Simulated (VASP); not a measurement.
Runs of VASP 6.6.1 on Cl. The structure is that of space group Fm-3m (No. 225), or close to it. The cells are those of the table. 

```csv
cell,gap on the mesh (eV),pressure (GPa)
"a = 2.467 Å, angles 60.0°, 1 atom",none,112.2
"a = 3.001 Å, angles 60.0°, 1 atom",none,4.2
"a = 2.759 Å, angles 60.0°, 1 atom",none,26.9
"a = 3.108 Å, angles 60.0°, 1 atom",none,(a)
"a = 2.885 Å, angles 60.0°, 1 atom",none,(b)
```

Alike in all rows: task single point; level PBE; potentials or basis VASP PAW PBE potentials, release 64 (Cl); no spin polarisation; k mesh 15 × 15 × 15; cutoff (eV) 520; smearing fermi-dirac 0.05 eV.

Task: Estimate the missing entries.

Result: (a) -0.1; (b) 12.1.

Caveats: an odd number of electrons without spin polarisation forces a metal; a magnetic or distorted state may lie lower.

A gap of «none» marks levels without a gap at the run's occupations.
